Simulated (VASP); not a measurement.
# Zn in VASP: single point with PBE

Aim: the single point of Zn with PBE.

Everything below comes from runs of VASP 6.6.1. Logs are shortened: lines on timing, memory, paths and dates and some standing lists are left out, and cuts for length are marked.

### Step 1. The cell of the first run

The cell holds a slab with vacuum, 1 atom: a = 2.636 Å, b = 2.636 Å, c = 16.000 Å, α = 90.00°, β = 90.00°, γ = 120.00°.

### Step 2. Single point, PBE

File POSCAR:

```
Zn
1.0
    2.6356265393      0.0000000000      0.0000000000
   -1.3178132696      2.2825195379      0.0000000000
    0.0000000000      0.0000000000     16.0000000000
Zn
1
Direct
    0.0000000000      0.0000000000      0.5000000000
```

File INCAR.step1:

```
SYSTEM = Zn
  ALGO = Normal
  DIPOL = 0.5 0.5 0.500
  EDIFF = 1E-6
  ENCUT = 520
  GGA = PE
  IDIPOL = 3
  ISIF = 2
  ISMEAR = -1
  LASPH = .True.
  LCHARG = .True.
  LDIPOL = .True.
  LREAL = .False.
  LWAVE = .False.
  NBANDS = 12
  NELM = 60
  PREC = Accurate
  SIGMA = 0.08
```

File KPOINTS.step1:

```
k-points
0
Gamma
  16 16 1
  0 0 0
```

File INCAR.step2:

```
SYSTEM = Zn
  ALGO = Normal
  DIPOL = 0.5 0.5 0.500
  EDIFF = 1E-6
  ENCUT = 520
  GGA = PE
  ICHARG = 11
  IDIPOL = 3
  ISIF = 2
  ISMEAR = -5
  LASPH = .True.
  LCHARG = .False.
  LDIPOL = .True.
  LORBIT = 11
  LREAL = .False.
  LWAVE = .False.
  NEDOS = 2001
  NELM = 60
  PREC = Accurate
  SIGMA = 0.08
```

File KPOINTS.step2:

```
k-points
0
Gamma
  24 24 1
  0 0 0
```

Potentials or basis: VASP PAW PBE potentials, release 64 (Zn).

The run is started by

```console
> cat potpaw_PBE.64/Zn/POTCAR > POTCAR
> cp INCAR.step1 INCAR
> cp KPOINTS.step1 KPOINTS
> mpirun -np 1 vasp_std > vasp.out
> cp INCAR.step2 INCAR
> cp KPOINTS.step2 KPOINTS
> mpirun -np 1 vasp_std > vasp.out
```

OUTCAR:

```text
SYSTEM = Zn
   EDIFF = 1E-6
   ENCUT = 520
   GGA = PE
   ICHARG = 11
   ISIF = 2
   ISMEAR = -5
   LASPH = .True.
   LORBIT = 11
   LREAL = .False.
   NELM = 60
   PREC = Accurate

 ion  position               nearest neighbor table
   1  0.000  0.000  0.500-

  LATTYP: Found a hexagonal cell.
 ALAT       =     2.6356265393
 C/A-ratio  =     6.0706628050

  Lattice vectors:

 A1 = (   2.6356265393,   0.0000000000,   0.0000000000)
 A2 = (  -1.3178132696,   2.2825195379,   0.0000000000)
 A3 = (   0.0000000000,   0.0000000000,  16.0000000000)

Analysis of symmetry for initial positions (statically):
=====================================================================
 Subroutine PRICEL returns:
 Original cell was already a primitive cell.

 Routine SETGRP: Setting up the symmetry group for a
 hexagonal supercell.

 Subroutine GETGRP returns: Found 24 space group operations
 (whereof 24 operations were pure point group operations)
 out of a pool of 24 trial point group operations.

The static configuration has the point symmetry D_6h.

Analysis of symmetry for dynamics (positions and initial velocities):
=====================================================================
 Subroutine PRICEL returns:
 Original cell was already a primitive cell.

 Routine SETGRP: Setting up the symmetry group for a
 hexagonal supercell.

 Subroutine GETGRP returns: Found 24 space group operations
 (whereof 24 operations were pure point group operations)
 out of a pool of 24 trial point group operations.

The dynamic configuration has the point symmetry D_6h.

 Subroutine INISYM returns: Found 24 space group operations
 (whereof 24 operations are pure point group operations),
 and found     1 'primitive' translations

----------------------------------------------------------------------------------------

                                     Primitive cell

  volume of cell :      96.2539

  direct lattice vectors                    reciprocal lattice vectors
     2.635626539  0.000000000  0.000000000     0.379416425  0.219056175  0.000000000
    -1.317813270  2.282519538  0.000000000     0.000000000  0.438112351  0.000000000
     0.000000000  0.000000000 16.000000000     0.000000000  0.000000000  0.062500000

  length of vectors
     2.635626539  2.635626539 16.000000000     0.438112351  0.438112351  0.062500000

  position of ions in fractional coordinates (direct lattice)
     0.000000000  0.000000000  0.500000000

  ion indices of the primitive-cell ions
   primitive index   ion index
                 1           1

----------------------------------------------------------------------------------------

 KPOINTS: k-points

Automatic generation of k-mesh.
 Grid dimensions read from file:
 generate k-points for:   24   24    1

 Generating k-lattice:

  Cartesian coordinates                     Fractional coordinates (reciprocal lattice)
     0.015809018  0.009127341  0.000000000     0.041666667  0.000000000  0.000000000
     0.000000000  0.018254681  0.000000000     0.000000000  0.041666667  0.000000000
     0.000000000  0.000000000  0.062500000     0.000000000  0.000000000  1.000000000

  Length of vectors
     0.018254681  0.018254681  0.062500000

  Shift w.r.t. Gamma in fractional coordinates (k-lattice)
     0.000000000  0.000000000  0.000000000

 TETIRR: Found    298 inequivalent tetrahedra from     3456

 Subroutine IBZKPT returns following result:
 ===========================================

 Found     61 irreducible k-points:

 Following reciprocal coordinates:
            Coordinates               Weight
  0.000000  0.000000  0.000000      1.000000
  0.041667  0.000000  0.000000      6.000000
  0.083333 -0.000000  0.000000      6.000000
  0.125000  0.000000  0.000000      6.000000
  0.166667  0.000000  0.000000      6.000000
  0.208333  0.000000  0.000000      6.000000
[... 16 lines left out ...]
  0.416667  0.041667  0.000000     12.000000
  0.458333  0.041667  0.000000     12.000000
 [... further k-points ...]
   k-points           NKPTS =     61   k-points in BZ     NKDIM =     61   number of bands    NBANDS=     10
   number of dos      NEDOS =   2001   number of ions     NIONS =      1
   total plane-waves  NPLWV =  48000
   dimension x,y,z NGX =    20 NGY =   20 NGZ =  120
   dimension x,y,z NGXF=    40 NGYF=   40 NGZF=  240
   ions per type =               1
   NGX,Y,Z   is equivalent  to a cutoff of  12.62, 12.62, 12.47 a.u.
   NGXF,Y,Z  is equivalent  to a cutoff of  25.23, 25.23, 24.94 a.u.
 SYSTEM =  Zn
   PREC   = accura    normal or accurate (medium, high low for compatibility)
   ISTART =      0    job   : 0-new  1-cont  2-samecut
   ICHARG =     11    charge: 1-file 2-atom 10-const
   ISPIN  =      1    spin polarized calculation?
   LNONCOLLINEAR =      F non collinear calculations
   LSORBIT =      F    spin-orbit coupling
   LASPH  =      T    aspherical Exc in radial PAW
   ENCUT  =  520.0 eV  38.22 Ry    6.18 a.u.   4.90  4.90 29.75*2*pi/ulx,y,z
   NELM   =     60;   NELMIN=  2; NELMDL=  0     # of ELM steps
   EDIFF  = 0.1E-05   stopping-criterion for ELM
   LREAL  =      F    real-space projection
   EDIFFG = 0.1E-04   stopping-criterion for IOM
   NSW    =      0    number of steps for IOM
   IBRION =     -1    ionic relax: 0-MD 1-quasi-New 2-CG
   NFREE  =      0    steps in history (QN), initial steepest desc. (CG)
   ISIF   =      2    stress and relaxation
   ISYM   =      2    0-nonsym 1-usesym 2-fastsym
   POTIM  = 0.5000    time-step for ionic-motion
   TEBEG  =    0.0;   TEEND  =   0.0 temperature during run
   PSTRESS=    0.0 pullay stress
   NELECT =      12.0000    total number of electrons
   NUPDOWN=      -1.0000    fix difference up-down
   EMIN   =  10.00;   EMAX   =-10.00  energy-range for DOS
   EFERMI =   0.00;   METHOD = LEGACY
   ISMEAR =    -5;   SIGMA  =   0.08  broadening in eV -4-tet -1-fermi 0-gaus
   EFERMI_NEDOS =   21; number of points for ismear=-14 and -15
   IALGO  =     38    algorithm
   IMIX   =      4    mixing-type and parameters
     AMIX     =   0.40;   BMIX     =  1.00
     AMIX_MAG =   1.60;   BMIX_MAG =  1.00
  volume/ion in A,a.u.               =      96.25       649.55
  Fermi-wavevector in a.u.,A,eV,Ry     =   0.817829  1.545473  9.100177  0.668844
  Thomas-Fermi vector in A             =   1.928347
   LORBIT       =     11    0 simple, 1 ext, 2 COOP (PROOUT), +10 PAW based schemes
   GGA     = PE    functional components
   LHFCALC =     F    Hartree Fock is set to
   AEXX    =    0.0000 exact exchange contribution
   IVDW    =     0    specifies the selected vdW correction
   LEPSILON=     F    determine dielectric tensor
   LRPA    =     F    only Hartree local field effects (RPA)
 non-spin polarized calculation
 Fermi weights with tetrahedron method with Bloechl corrections
  energy-cutoff  :      520.00
  volume of cell :       96.25
 maximum number of plane-waves:      2631
 NGX is ok and might be reduce to    20

 number of electron      11.9999998 magnetization

 dipolmoment           0.000000      0.000000     -0.000000 electrons x Angstroem

 Free energy of the ion-electron system (eV)
  ---------------------------------------------------
  ext. energy  EPLUGINS =         0.00000000
  ---------------------------------------------------
  free energy    TOTEN  =        -0.78382866 eV

  energy without entropy =       -0.78382866  energy(sigma->0) =       -0.78382866

 E-fermi :  -2.8546     XC(G=0):  -2.8763

 val. band max:       -2.9602594446   @ k =   0.1250   0.0417   0.0000
 cond. band min:      -2.7873948997   @ k =   0.1667   0.0000   0.0000
 fundamental gap:      0.1728645449
 Fermi energy:        -2.8545518963

 k-point     1 :       0.0000    0.0000    0.0000
  band No.  band energies     occupation
      1     -11.3508      2.00000
      2     -10.1494      2.00000
      3     -10.1494      2.00000
      4      -9.7029      2.00000
      5      -9.7029      2.00000
      6      -9.4838      2.00000
      7      -3.7345      2.00000
      8       0.3341      0.00000
      9       1.2076      0.00000
     10       1.6018      0.00000

 k-point     2 :       0.0417    0.0000    0.0000
  band No.  band energies     occupation
      1     -11.3112      2.00000
      2     -10.1563      2.00000
      3     -10.1370      2.00000
      4      -9.7182      2.00000
      5      -9.7051      2.00000
      6      -9.4644      2.00000
      7      -3.6733      2.00000
      8       0.3830      0.00000
      9       1.2586      0.00000
     10       1.6511      0.00000

 k-point     3 :       0.0833   -0.0000    0.0000
  band No.  band energies     occupation
      1     -11.1980      2.00000
      2     -10.1752      2.00000
      3     -10.1003      2.00000
      4      -9.7619      2.00000
      5      -9.7113      2.00000
      6      -9.4024      2.00000
      7      -3.4914      2.00000
      8       0.5299      0.00000
      9       1.4114      0.00000
     10       1.7991      0.00000
[... 248 lines left out ...]
 k-point    23 :       0.4167    0.0417    0.0000
  band No.  band energies     occupation
      1     -10.8040      2.00000
      2     -10.3633      2.00000
      3      -9.8300      2.00000
      4      -9.8220      2.00000
      5      -9.4158      2.00000
      6      -4.5493      2.00000
      7      -0.3510      0.00000
      8       2.0616      0.00000
      9       5.8381      0.00000
     10       6.1202      0.00000

 k-point    24 :       0.4583    0.0417    0.0000
  band No.  band energies     occupation
      1     -10.8208      2.00000
      2     -10.3812      2.00000
      3      -9.8344      2.00000
      4      -9.8036      2.00000
      5      -9.3884      2.00000
      6      -3.6122      2.00000
      7      -1.4871      0.00000
      8       2.8382      0.00000
      9       5.2931      0.00000
     10       6.9212      0.00000

 [... further k-points ...]

------------------------ aborting loop because EDIFF is reached ----------------------------------------

 vacuum level on the upper side and lower side of the slab       (xc-potential included)        -0.073        -0.073

  FORCE on cell =-STRESS in cart. coord.  units (eV):
  Direction    XX          YY          ZZ          XY          YZ          ZX
  --------------------------------------------------------------------------------------
  -------------------------------------------------------------------------------------
  Total       -0.8868858     -0.8868858     -0.2274968     -0.0000000      0.0000000      0.0000000
  in kB      -14.7625005    -14.7625005     -3.7867575     -0.0000000      0.0000000      0.0000000
  external PRESSURE =     -11.1039195 kB  Pullay stress =       0.0000000 kB

 VOLUME and BASIS-vectors are now :
 -----------------------------------------------------------------------------
  energy-cutoff  :      520.00
  volume of cell :       96.25
      direct lattice vectors                 reciprocal lattice vectors
     2.635626539  0.000000000  0.000000000     0.379416425  0.219056175  0.000000000
    -1.317813270  2.282519538  0.000000000     0.000000000  0.438112351  0.000000000
     0.000000000  0.000000000 16.000000000     0.000000000  0.000000000  0.062500000

 POSITION                                       TOTAL-FORCE (eV/Angst)
 -----------------------------------------------------------------------------------
      0.00000      0.00000      8.00000        -0.000000      0.000000      0.000000
 -----------------------------------------------------------------------------------
    total drift:                                0.000000      0.000000     -0.000000

  FREE ENERGIE OF THE ION-ELECTRON SYSTEM (eV)
  ---------------------------------------------------
  free  energy   TOTEN  =        -0.7838286620 eV

  energy  without entropy=       -0.7838286620  energy(sigma->0) =       -0.78382866

 vacuum level on the upper side and lower side of the slab         1.066         1.066

 total charge

# of ion       s       p       d       tot
------------------------------------------
    1        0.625   0.380   9.708  10.714
```

It took 49 s on 1 thread of Intel Xeon Platinum 8488C (Sapphire Rapids), shared host; peak memory 0.22 GiB.

What came out:

```yaml
Valence_electrons_inside_the_program's_atomic_spheres: Zn 10.71
```
